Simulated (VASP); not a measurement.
# NbTe: single point with PBE

NbTe:

```
CELL_PARAMETERS angstrom
3.67812 0.00000 0.00000
-1.83906 3.18535 0.00000
0.00000 0.00000 3.66942
ATOMIC_POSITIONS crystal
Nb 0.00000 0.00000 0.50000
Te 0.66667 0.33333 0.00000
```

| Property | Result |
| --- | --- |
| Program | VASP 6.6.1 |
| Task | single point |
| Functional | PBE |
| Potentials or basis | VASP PAW PBE potentials, release 64 (Nb_sv, Te) |
| Cutoff | 520 eV |
| k mesh | 7 × 7 × 6 |
| Occupations | fermi-dirac, width 0.05 eV |
| Spin | no spin polarisation |
| Dipole correction | no |
| Further INCAR settings | ALGO = Normal; EDIFF = 1e-06; NBANDS = 16 |

- Pressure: 1.7 GPa

Stress tensor (GPa, compression positive):
```
1.37 0.00 0.00
0.00 1.37 0.00
0.00 0.00 2.32
```

Levels at points of the mesh, in eV from the Fermi level:
```csv
k point,band 6,band 7,band 8,band 9,band 10,band 11,band 12,band 13,band 14,band 15
"(0.00, 0.00, 0.00)",-3.16,-3.16,-3.04,-2.29,0.17,0.17,2.56,2.56,3.03,6.00
"(0.00, 0.00, 0.50)",-7.60,-2.61,-2.61,-0.95,-0.95,0.73,1.73,1.73,5.42,6.16
```

It took 12 s on 1 thread of Intel(R) Xeon(R) Platinum 8488C (Sapphire Rapids) (shared host), peak memory 0.17 GiB.

Caveat: spin-orbit coupling is left out, which moves the levels of the heavy elements.
